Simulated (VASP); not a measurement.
# Pt2C (Fm-3m) in VASP: further runs

The runs below take Pt2C through single point, relaxation of cell and atoms, with PBE.

Everything below comes from runs of VASP 6.6.1. Logs are shortened: lines on timing, memory, paths and dates and some standing lists are left out, and cuts for length are marked.

## (1) The cell of the first run

Symmetry: Fm-3m, No. 225, cubic system. The conventional cell has a = 5.433 Å, b = 5.433 Å, c = 5.433 Å, α = 90.00°, β = 90.00°, γ = 90.00°. Pt (site symmetry -43m) has 4 C at 2.35 Å and 6 Pt at 2.72 Å within 3.1 Å. Within 3.1 Å of C (site symmetry m-3m) lie 8 Pt at 2.35 Å.

## (2) Single point, PBE

File INCAR:

```
SYSTEM = Pt2C
PREC = Accurate
ENCUT = 520
EDIFF = 1E-6
ISMEAR = 0
SIGMA = 0.1
LREAL = .FALSE.
LASPH = .TRUE.
NELM = 80
ALGO = Normal
ISIF = 2
LWAVE = .FALSE.
LCHARG = .FALSE.
GGA = PE
NBANDS = 19
```

File KPOINTS:

```
Automatic mesh
0
G
  14 14 14
  0 0 0
```

File POSCAR:

```
Pt2C
1.0
    0.0000000000      2.7165566356      2.7165566356
    2.7165566356      0.0000000000      2.7165566356
    2.7165566356      2.7165566356      0.0000000000
Pt C
2 1
Direct
    0.2500000000      0.2500000000      0.2500000000
    0.7500000000      0.7500000000      0.7500000000
    0.0000000000      0.0000000000      0.0000000000
```

Potentials or basis: VASP PAW PBE potentials, release 64 (Pt, C).

Run with:

```
> cat potpaw_PBE.64/Pt/POTCAR potpaw_PBE.64/C/POTCAR > POTCAR
> mpirun -np 1 vasp_std > vasp.out
```

OUTCAR:

```text
SYSTEM = Pt2C
   PREC = Accurate
   ENCUT = 520
   EDIFF = 1E-6
   ISMEAR = 0
   LREAL = .FALSE.
   LASPH = .TRUE.
   NELM = 80
   ISIF = 2
   GGA = PE

 ion  position               nearest neighbor table
   1  0.250  0.250  0.250-   3 2.35   3 2.35   3 2.35   3 2.35   2 2.72   2 2.72   2 2.72   2 2.72
                             2 2.72   2 2.72
   2  0.750  0.750  0.750-   3 2.35   3 2.35   3 2.35   3 2.35   1 2.72   1 2.72   1 2.72   1 2.72
                             1 2.72   1 2.72
   3  0.000  0.000  0.000-   2 2.35   2 2.35   2 2.35   1 2.35   2 2.35   1 2.35   1 2.35   1 2.35

  LATTYP: Found a face centered cubic cell.
 ALAT       =     5.4331132712

  Lattice vectors:

 A1 = (   0.0000000000,   2.7165566356,   2.7165566356)
 A2 = (   2.7165566356,   0.0000000000,   2.7165566356)
 A3 = (   2.7165566356,   2.7165566356,   0.0000000000)

Analysis of symmetry for initial positions (statically):
=====================================================================
 Subroutine PRICEL returns:
 Original cell was already a primitive cell.

 Routine SETGRP: Setting up the symmetry group for a
 face centered cubic supercell.

 Subroutine GETGRP returns: Found 48 space group operations
[... 9 lines left out ...]

 Routine SETGRP: Setting up the symmetry group for a
 face centered cubic supercell.

 Subroutine GETGRP returns: Found 48 space group operations
[... 11 lines left out ...]
                                     Primitive cell

  volume of cell :      40.0946

  direct lattice vectors                    reciprocal lattice vectors
     0.000000000  2.716556636  2.716556636    -0.184056534  0.184056534  0.184056534
     2.716556636  0.000000000  2.716556636     0.184056534 -0.184056534  0.184056534
     2.716556636  2.716556636  0.000000000     0.184056534  0.184056534 -0.184056534

  length of vectors
     3.841791237  3.841791237  3.841791237     0.318795269  0.318795269  0.318795269

  position of ions in fractional coordinates (direct lattice)
     0.250000000  0.250000000  0.250000000
     0.750000000  0.750000000  0.750000000
     0.000000000  0.000000000  0.000000000

  ion indices of the primitive-cell ions
   primitive index   ion index
                 1           1
                 2           2
                 3           3

----------------------------------------------------------------------------------------

 KPOINTS: Automatic mesh

Automatic generation of k-mesh.
 Grid dimensions read from file:
 generate k-points for:   14   14   14

 Generating k-lattice:

  Cartesian coordinates                     Fractional coordinates (reciprocal lattice)
    -0.013146895  0.013146895  0.013146895     0.071428571  0.000000000  0.000000000
     0.013146895 -0.013146895  0.013146895     0.000000000  0.071428571  0.000000000
     0.013146895  0.013146895 -0.013146895     0.000000000  0.000000000  0.071428571

  Length of vectors
     0.022771091  0.022771091  0.022771091

  Shift w.r.t. Gamma in fractional coordinates (k-lattice)
     0.000000000  0.000000000  0.000000000

 Subroutine IBZKPT returns following result:
 ===========================================

 Found    104 irreducible k-points:

 Following reciprocal coordinates:
            Coordinates               Weight
  0.000000  0.000000  0.000000      1.000000
  0.071429  0.000000  0.000000      8.000000
  0.142857  0.000000  0.000000      8.000000
  0.214286  0.000000  0.000000      8.000000
  0.285714  0.000000  0.000000      8.000000
  0.357143  0.000000  0.000000      8.000000
[... 16 lines left out ...]
  0.214286  0.142857  0.000000     24.000000
  0.285714  0.142857  0.000000     24.000000
 [... further k-points ...]
   k-points           NKPTS =    104   k-points in BZ     NKDIM =    104   number of bands    NBANDS=     19
   number of dos      NEDOS =    301   number of ions     NIONS =      3
   total plane-waves  NPLWV =  27000
   dimension x,y,z NGX =    30 NGY =   30 NGZ =   30
   dimension x,y,z NGXF=    60 NGYF=   60 NGZF=   60
   ions per type =               2   1
   NGX,Y,Z   is equivalent  to a cutoff of  12.98, 12.98, 12.98 a.u.
   NGXF,Y,Z  is equivalent  to a cutoff of  25.96, 25.96, 25.96 a.u.
 SYSTEM =  Pt2C
   PREC   = accura    normal or accurate (medium, high low for compatibility)
   ISTART =      0    job   : 0-new  1-cont  2-samecut
   ICHARG =      2    charge: 1-file 2-atom 10-const
   ISPIN  =      1    spin polarized calculation?
   LNONCOLLINEAR =      F non collinear calculations
   LSORBIT =      F    spin-orbit coupling
   LASPH  =      T    aspherical Exc in radial PAW
   ENCUT  =  520.0 eV  38.22 Ry    6.18 a.u.   7.14  7.14  7.14*2*pi/ulx,y,z
   NELM   =     80;   NELMIN=  2; NELMDL= -5     # of ELM steps
   EDIFF  = 0.1E-05   stopping-criterion for ELM
   LREAL  =      F    real-space projection
   EDIFFG = 0.1E-04   stopping-criterion for IOM
   NSW    =      0    number of steps for IOM
   IBRION =     -1    ionic relax: 0-MD 1-quasi-New 2-CG
   NFREE  =      0    steps in history (QN), initial steepest desc. (CG)
   ISIF   =      2    stress and relaxation
   ISYM   =      2    0-nonsym 1-usesym 2-fastsym
   POTIM  = 0.5000    time-step for ionic-motion
   TEBEG  =    0.0;   TEEND  =   0.0 temperature during run
   PSTRESS=    0.0 pullay stress
   NELECT =      24.0000    total number of electrons
   NUPDOWN=      -1.0000    fix difference up-down
   EMIN   =  10.00;   EMAX   =-10.00  energy-range for DOS
   EFERMI =   0.00;   METHOD = LEGACY
   ISMEAR =     0;   SIGMA  =   0.10  broadening in eV -4-tet -1-fermi 0-gaus
   EFERMI_NEDOS =   21; number of points for ismear=-14 and -15
   IALGO  =     38    algorithm
   IMIX   =      4    mixing-type and parameters
     AMIX     =   0.40;   BMIX     =  1.00
     AMIX_MAG =   1.60;   BMIX_MAG =  1.00
  volume/ion in A,a.u.               =      13.36        90.19
  Fermi-wavevector in a.u.,A,eV,Ry     =   1.379695  2.607246 25.899490  1.903559
  Thomas-Fermi vector in A             =   2.504641
   LORBIT       =      0    0 simple, 1 ext, 2 COOP (PROOUT), +10 PAW based schemes
   GGA     = PE    functional components
   LHFCALC =     F    Hartree Fock is set to
   AEXX    =    0.0000 exact exchange contribution
   IVDW    =     0    specifies the selected vdW correction
   LEPSILON=     F    determine dielectric tensor
   LRPA    =     F    only Hartree local field effects (RPA)
 non-spin polarized calculation
 Gauss-broadening in eV      SIGMA  =   0.10
  energy-cutoff  :      520.00
  volume of cell :       40.09
 maximum number of plane-waves:      1106
 NGX is ok and might be reduce to    30
   NGX = 15   NGY = 15   NGZ = 15

 number of electron      24.0000001 magnetization

 Free energy of the ion-electron system (eV)
  ---------------------------------------------------
  ext. energy  EPLUGINS =         0.00000000
  ---------------------------------------------------
  free energy    TOTEN  =       -18.27477667 eV

  energy without entropy =      -18.27199361  energy(sigma->0) =      -18.27338514

 E-fermi :  10.2528     XC(G=0): -12.7859

 val. band max:       10.1924869933   @ k =   0.0714   0.0000   0.0000
 cond. band min:      10.2545774929   @ k =   0.5000   0.5000   0.0000
 fundamental gap:      0.0620904995
 Fermi energy:        10.2528246581

 k-point     1 :       0.0000    0.0000    0.0000
  band No.  band energies     occupation
      1      -3.8345      2.00000
      2       2.5689      2.00000
      3       2.5689      2.00000
      4       2.5689      2.00000
      5       3.6383      2.00000
      6       3.6383      2.00000
[... 11 lines left out ...]
     18      16.9320      0.00000
     19      22.5600      0.00000

 k-point     2 :       0.0714    0.0000    0.0000
  band No.  band energies     occupation
      1      -3.7738      2.00000
      2       2.5430      2.00000
      3       2.6104      2.00000
      4       2.6104      2.00000
      5       3.6946      2.00000
      6       3.6946      2.00000
[... 11 lines left out ...]
     18      17.1732      0.00000
     19      23.0175      0.00000

 k-point     3 :       0.1429    0.0000    0.0000
  band No.  band energies     occupation
      1      -3.5995      2.00000
      2       2.4872      2.00000
      3       2.7324      2.00000
      4       2.7324      2.00000
      5       3.8623      2.00000
      6       3.8623      2.00000
[... 11 lines left out ...]
     18      17.7884      0.00000
     19      22.6007      0.00000

 k-point     4 :       0.2143    0.0000    0.0000
  band No.  band energies     occupation
      1      -3.3356      2.00000
      2       2.4492      2.00000
      3       2.9260      2.00000
      4       2.9260      2.00000
      5       4.1377      2.00000
      6       4.1377      2.00000
[... 11 lines left out ...]
     18      18.5571      0.00000
     19      21.9898      0.00000

 k-point     5 :       0.2857    0.0000    0.0000
  band No.  band energies     occupation
      1      -3.0243      2.00000
      2       2.4733      2.00000
      3       3.1736      2.00000
      4       3.1736      2.00000
      5       4.5124      2.00000
      6       4.5124      2.00000
[... 11 lines left out ...]
     18      19.2593      0.00000
     19      21.4949      0.00000

 k-point     6 :       0.3571    0.0000    0.0000
  band No.  band energies     occupation
      1      -2.7255      2.00000
      2       2.5743      2.00000
      3       3.4417      2.00000
      4       3.4417      2.00000
      5       4.9710      2.00000
      6       4.9710      2.00000
[... 11 lines left out ...]
     18      19.7343      0.00000
     19      21.1336      0.00000

 k-point     7 :       0.4286    0.0000    0.0000
  band No.  band energies     occupation
      1      -2.5078      2.00000
      2       2.7114      2.00000
      3       3.6679      2.00000
      4       3.6679      2.00000
      5       5.4756      2.00000
      6       5.4756      2.00000
[... 11 lines left out ...]
     18      19.9635      0.00000
     19      20.9187      0.00000

 k-point     8 :       0.5000    0.0000    0.0000
  band No.  band energies     occupation
      1      -2.4279      2.00000
      2       2.7802      2.00000
      3       3.7609      2.00000
      4       3.7609      2.00000
      5       5.8116      2.00000
      6       5.8116      2.00000
[... 256 lines left out ...]
 k-point    20 :      -0.1429    0.0714    0.0000
  band No.  band energies     occupation
      1      -3.4720      2.00000
      2       2.4046      2.00000
      3       2.7627      2.00000
      4       2.9532      2.00000
      5       3.8959      2.00000
      6       4.0731      2.00000
[... 11 lines left out ...]
     18      18.7298      0.00000
     19      22.6574      0.00000

 k-point    21 :      -0.0714    0.0714    0.0000
  band No.  band energies     occupation
      1      -3.6756      2.00000
      2       2.4725      2.00000
      3       2.6436      2.00000
      4       2.7531      2.00000
      5       3.7396      2.00000
      6       3.8322      2.00000
[... 11 lines left out ...]
     18      17.8309      0.00000
     19      23.1598      0.00000

 k-point    22 :       0.1429    0.1429    0.0000
  band No.  band energies     occupation
      1      -3.5258      2.00000
      2       2.2016      2.00000
      3       2.9398      2.00000
      4       2.9398      2.00000
      5       3.7422      2.00000
      6       4.0776      2.00000
[... 11 lines left out ...]
     18      17.1331      0.00000
     19      21.9006      0.00000

 k-point    23 :       0.2143    0.1429    0.0000
  band No.  band energies     occupation
      1      -3.3343      2.00000
      2       2.0905      2.00000
      3       3.1310      2.00000
      4       3.1471      2.00000
      5       3.8523      2.00000
      6       4.3169      2.00000
[... 11 lines left out ...]
     18      17.8964      0.00000
     19      21.4889      0.00000

 k-point    24 :       0.2857    0.1429    0.0000
  band No.  band energies     occupation
      1      -3.0729      2.00000
      2       2.0729      2.00000
      3       3.3367      2.00000
      4       3.3846      2.00000
      5       4.0905      2.00000
      6       4.6273      2.00000
[... 11 lines left out ...]
     18      18.6054      0.00000
     19      21.5206      0.00000

 [... further k-points ...]

------------------------ aborting loop because EDIFF is reached ----------------------------------------

  FORCE on cell =-STRESS in cart. coord.  units (eV):
  Direction    XX          YY          ZZ          XY          YZ          ZX
  --------------------------------------------------------------------------------------
  -------------------------------------------------------------------------------------
  Total       -0.0728361     -0.0728361     -0.0728361     -0.0000000      0.0000000     -0.0000000
  in kB       -2.9105230     -2.9105230     -2.9105230     -0.0000000      0.0000000     -0.0000000
  external PRESSURE =      -2.9105230 kB  Pullay stress =       0.0000000 kB

 VOLUME and BASIS-vectors are now :
 -----------------------------------------------------------------------------
  energy-cutoff  :      520.00
  volume of cell :       40.09
      direct lattice vectors                 reciprocal lattice vectors
     0.000000000  2.716556636  2.716556636    -0.184056534  0.184056534  0.184056534
     2.716556636  0.000000000  2.716556636     0.184056534 -0.184056534  0.184056534
     2.716556636  2.716556636  0.000000000     0.184056534  0.184056534 -0.184056534

 POSITION                                       TOTAL-FORCE (eV/Angst)
 -----------------------------------------------------------------------------------
      1.35828      1.35828      1.35828        -0.000000     -0.000000     -0.000000
      4.07483      4.07483      4.07483         0.000000      0.000000      0.000000
      0.00000      0.00000      0.00000        -0.000000     -0.000000     -0.000000
 -----------------------------------------------------------------------------------
    total drift:                               -0.000000      0.000000      0.000000

  FREE ENERGIE OF THE ION-ELECTRON SYSTEM (eV)
  ---------------------------------------------------
  free  energy   TOTEN  =       -18.2747766739 eV

  energy  without entropy=      -18.2719936138  energy(sigma->0) =      -18.27338514
```

It took 30 s on 1 thread of Intel Xeon 6975P-C (Granite Rapids), shared host; peak memory 0.22 GiB.

What came out:

```yaml
Free_energy: -18.2748 eV
Pressure: -0.3 GPa
Band_gap_on_the_k_mesh: zero (band 12 reaches 10.38 eV, above the bottom of band 13 at 10.17 eV)
```

Caveat: spin-orbit coupling is left out, which moves the levels of the heavy elements.

## (3) Relaxation of cell and atoms, PBE

File INCAR:

```
SYSTEM = Pt2C
PREC = Accurate
ENCUT = 600
EDIFF = 1E-6
ISMEAR = 0
SIGMA = 0.1
LREAL = .FALSE.
LASPH = .TRUE.
NELM = 100
ALGO = Normal
ISIF = 3
LWAVE = .FALSE.
LCHARG = .FALSE.
GGA = PE
IBRION = 2
NSW = 100
EDIFFG = -0.01
```

File KPOINTS:

```
regular mesh
0
G
  14 14 14
  0 0 0
```

File POSCAR:

```
Pt2C
1.0
    0.0000000000      2.7154919559      2.7154919559
    2.7154919559      0.0000000000      2.7154919559
    2.7154919559      2.7154919559      0.0000000000
Pt C
2 1
Direct
    0.2500000000      0.2500000000      0.2500000000
    0.7500000000      0.7500000000      0.7500000000
    0.0000000000      0.0000000000      0.0000000000
```

Potentials or basis: VASP PAW PBE potentials, release 64 (Pt, C).

Run with:

```
> cat potpaw_PBE.64/Pt/POTCAR potpaw_PBE.64/C/POTCAR > POTCAR
> mpirun -np 1 vasp_std > vasp.out
```

Wall time 22 s (1 thread of Intel Xeon 6975P-C (Granite Rapids), shared host); peak memory 0.22 GiB.

It converged, with:

```
Free energy             : -18.2757 eV
Pressure after relaxing : 0.0 GPa
Band gap on the k mesh  : zero (band 12 reaches 10.40 eV, above the bottom of band 13 at 10.19 eV)
```

Final structure:
```
Pt C
1.0
     0.00000    2.71549    2.71549
     2.71549    0.00000    2.71549
     2.71549    2.71549    0.00000
Pt C
2 1
Direct
  0.25000 0.25000 0.25000
  0.75000 0.75000 0.75000
  0.00000 0.00000 0.00000
```

Levels at points of the mesh, in eV from the Fermi level:
```tsv
k point	band 10	band 11	band 12	band 13	band 14	band 15
(0.00, 0.00, 0.00)	-1.52	0.13	0.13	2.01	2.01	2.01
(0.50, 0.00, 0.00)	-3.50	-3.50	-2.65	1.59	2.12	2.12
(0.50, 0.50, 0.00)	-1.64	-1.64	-1.30	0.00	0.17	4.64
```

Caveat: the relaxation stopped at its first step, so nothing moved; spin-orbit coupling is left out, which moves the levels of the heavy elements.
